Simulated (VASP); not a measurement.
# KCl (Fm-3m) in VASP: further runs, part 2 of 2

VASP 6.6.1. The steps go on from the part before.

**5. Single point, PBEsol**

This run uses another cell than the first one, of 23.14 Å³/atom, 1.073 times its volume.

Contents of INCAR:

```
SYSTEM = KCl
  PREC = Accurate
  ENCUT = 520
  EDIFF = 1E-6
  ISMEAR = 0
  SIGMA = 0.01
  LREAL = .False.
  LASPH = .True.
  NELM = 80
  ALGO = Normal
  ISIF = 2
  LWAVE = .False.
  LCHARG = .False.
  GGA = PS
  NBANDS = 15
```

Contents of KPOINTS:

```
regular mesh
0
Gamma
  6 6 6
  0 0 0
```

Contents of POSCAR:

```
KCl
1.0
    2.8496759620      2.8496759620      0.0000000000
   -2.8496759620      2.8496759620      0.0000000000
    0.0000000000      2.8496759620      2.8496759620
K Cl
1 1
Direct
    0.0000000000      0.0000000000      0.0000000000
    0.5000000000      0.5000000000      0.0000000000
```

Potentials or basis: VASP PAW PBE potentials, release 64 (K_sv, Cl).

Started as:

```
$ cat potpaw_PBE.64/K_sv/POTCAR potpaw_PBE.64/Cl/POTCAR > POTCAR
$ mpirun -np 1 vasp_std > vasp.out
```

OUTCAR:

```text
SYSTEM = KCl
   PREC = Accurate
   ENCUT = 520
   EDIFF = 1E-6
   ISMEAR = 0
   LREAL = .False.
   LASPH = .True.
   NELM = 80
   ISIF = 2
   GGA = PS

 ion  position               nearest neighbor table
   1  0.000  0.000  0.000-   2 2.85   2 2.85   2 2.85   2 2.85   2 2.85   2 2.85
   2  0.500  0.500  0.000-   1 2.85   1 2.85   1 2.85   1 2.85   1 2.85   1 2.85

  LATTYP: Found a face centered cubic cell.
 ALAT       =     5.6993519240

  Lattice vectors:

 A1 = (   0.0000000000,   2.8496759620,   2.8496759620)
 A2 = (   2.8496759620,   0.0000000000,   2.8496759620)
 A3 = (   2.8496759620,   2.8496759620,   0.0000000000)

Analysis of symmetry for initial positions (statically):
=====================================================================
 Subroutine PRICEL returns:
 Original cell was already a primitive cell.

 Routine SETGRP: Setting up the symmetry group for a
 face centered cubic supercell.

 Subroutine GETGRP returns: Found 48 space group operations
 (whereof 48 operations were pure point group operations)
 out of a pool of 48 trial point group operations.

The static configuration has the point symmetry O_h .

Analysis of symmetry for dynamics (positions and initial velocities):
[... 169 lines left out ...]
     10       7.7891      0.00000
     11       7.7891      0.00000
     12       7.7891      0.00000
     13       8.8829      0.00000
     14       8.8829      0.00000
[... 257 lines left out ...]
      2     -12.9362      2.00000
      3     -10.8129      2.00000
      4     -10.6704      2.00000
      5     -10.3045      2.00000
      6      -1.1491      2.00000
      7      -1.1436      2.00000
      8      -0.8832      2.00000
      9       6.5416      0.00000
     10       9.1289      0.00000
     11       9.9139      0.00000
     12      10.8936      0.00000
     13      11.5659      0.00000
     14      12.3900      0.00000
     15      13.5699      0.00000

------------------------ aborting loop because EDIFF is reached ----------------------------------------

  FORCE on cell =-STRESS in cart. coord.  units (eV):
  Direction    XX          YY          ZZ          XY          YZ          ZX
  --------------------------------------------------------------------------------------
  -------------------------------------------------------------------------------------
  Total        2.9548138      2.9548138      2.9548138      0.0000000      0.0000000      0.0000000
  in kB      102.2879024    102.2879024    102.2879024      0.0000000      0.0000000      0.0000000
  external PRESSURE =     102.2879024 kB  Pullay stress =       0.0000000 kB

 VOLUME and BASIS-vectors are now :
 -----------------------------------------------------------------------------
  energy-cutoff  :      520.00
  volume of cell :       46.28
      direct lattice vectors                 reciprocal lattice vectors
     2.849675962  2.849675962  0.000000000     0.175458546  0.175458546 -0.175458546
    -2.849675962  2.849675962  0.000000000    -0.175458546  0.175458546 -0.175458546
     0.000000000  2.849675962  2.849675962     0.000000000  0.000000000  0.350917091

 POSITION                                       TOTAL-FORCE (eV/Angst)
 -----------------------------------------------------------------------------------
      0.00000      0.00000      0.00000        -0.000000      0.000000      0.000000
      0.00000      2.84968      0.00000         0.000000     -0.000000      0.000000
 -----------------------------------------------------------------------------------
    total drift:                               -0.000000      0.000000      0.000000

  FREE ENERGIE OF THE ION-ELECTRON SYSTEM (eV)
  ---------------------------------------------------
  free  energy   TOTEN  =        -6.6617995289 eV

  energy  without entropy=       -6.6617995289  energy(sigma->0) =       -6.66179953
```

OSZICAR:

```text
N       E                     dE             d eps       ncg     rms          rms(c)
DAV:   1     0.106460350737E+03    0.10646E+03   -0.74697E+03   480   0.100E+03
DAV:   2    -0.123213560965E+01   -0.10769E+03   -0.98444E+02   649   0.254E+02
DAV:   3    -0.669590573996E+01   -0.54638E+01   -0.54406E+01   599   0.497E+01
DAV:   4    -0.688234674709E+01   -0.18644E+00   -0.18636E+00   727   0.863E+00
DAV:   5    -0.688415385641E+01   -0.18071E-02   -0.18070E-02   621   0.883E-01    0.609E+00
DAV:   6    -0.666787084935E+01    0.21628E+00   -0.30059E-01   585   0.354E+00    0.473E+00
DAV:   7    -0.665599185812E+01    0.11879E-01   -0.90474E-02   635   0.198E+00    0.229E+00
DAV:   8    -0.666141168590E+01   -0.54198E-02   -0.13578E-02   569   0.972E-01    0.268E-01
DAV:   9    -0.666148082021E+01   -0.69134E-04   -0.27034E-04   664   0.117E-01    0.113E-01
DAV:  10    -0.666180153245E+01   -0.32071E-03   -0.40924E-04   529   0.124E-01    0.554E-02
DAV:  11    -0.666179880786E+01    0.27246E-05   -0.13208E-05   635   0.308E-02    0.112E-02
DAV:  12    -0.666179952893E+01   -0.72106E-06   -0.22241E-06   564   0.110E-02
   1 F= -.66617995E+01 E0= -.66617995E+01  d E =-.121145E-55
```

stdout:

```text
POSCAR found type information on POSCAR K Cl
 POSCAR found :  2 types and       2 ions
 scaLAPACK will be used
 -----------------------------------------------------------------------------
|                                                                             |
|                                                                             |
|     You enforced a specific xc type in the INCAR file but a different       |
|     I HOPE YOU KNOW WHAT YOU ARE DOING!                                     |
|                                                                             |
 -----------------------------------------------------------------------------

 LDA part: xc-table for (Slater+PW92), standard interpolation
 POSCAR, INCAR and KPOINTS ok, starting setup
 FFT: planning ... GRIDC
 FFT: planning ... GRID_SOFT
 FFT: planning ... GRID
 WAVECAR not read
 entering main loop
```

Wall time 25 s (1 thread of AMD EPYC 7R13, shared host); peak memory 0.14 GiB.

Results:

| Property | Result |
| --- | --- |
| Free energy | -6.6618 eV |
| Pressure | 10.2 GPa |
| Band gap on the k mesh | 5.86 eV, indirect (least direct gap 6.12 eV) |

Caveat: the PAW data sets were made with another functional, which shifts forces and pressure a little.
